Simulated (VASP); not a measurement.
A run of VASP 6.6.1 is set up as follows.

The input POSCAR:

```
As
1.0
    3.8322932247      0.0000000000      0.0000000000
   -1.9161466124      3.3188632874      0.0000000000
    0.0000000000      0.0000000000      6.3232838208
As
4
Direct
    0.3333333333      0.6666666667      0.4375000000
    0.6666666667      0.3333333333      0.9375000000
    0.6666666667      0.3333333333      0.5625000000
    0.3333333333      0.6666666667      0.0625000000
```

INCAR.step1

```
PREC = Accurate
ENCUT = 520
ISMEAR = 0
SIGMA = 0.1
LREAL = False
LASPH = True
NELM = 60
NBANDS = 18
GGA = PE
ALGO = Normal
EDIFF = 1E-4
LWAVE = True
LCHARG = False
```

INCAR.step2

```
PREC = Accurate
ENCUT = 520
EDIFF = 1E-6
ISMEAR = 0
SIGMA = 0.1
LREAL = False
LASPH = True
NELM = 60
ALGO = Normal
ISIF = 2
LWAVE = False
LCHARG = False
METAGGA = R2SCAN
LMIXTAU = True
NBANDS = 18
ISTART = 1
```

The input KPOINTS:

```
regular mesh
0
Gamma
  6 6 4
```

Potentials or basis: VASP PAW PBE potentials, release 64 (As).

Command:

```bash
$ cat potpaw_PBE.64/As/POTCAR > POTCAR
$ cp INCAR.step1 INCAR
$ mpirun -np 1 vasp_std > vasp.out
$ cp INCAR.step2 INCAR
$ mpirun -np 1 vasp_std > vasp.out
```

(1) What does it give for the pressure?

(2) What does it give for the largest force?

(3) What does it give for the band gap on the k mesh?

Answers

(1) 31.4 GPa.

(2) 0.485 eV/Å.

(3) zero (band 10 reaches 8.48 eV, above the bottom of band 11 at 6.37 eV).

Caveat: the PAW data sets were made with another functional, which shifts forces and pressure a little.
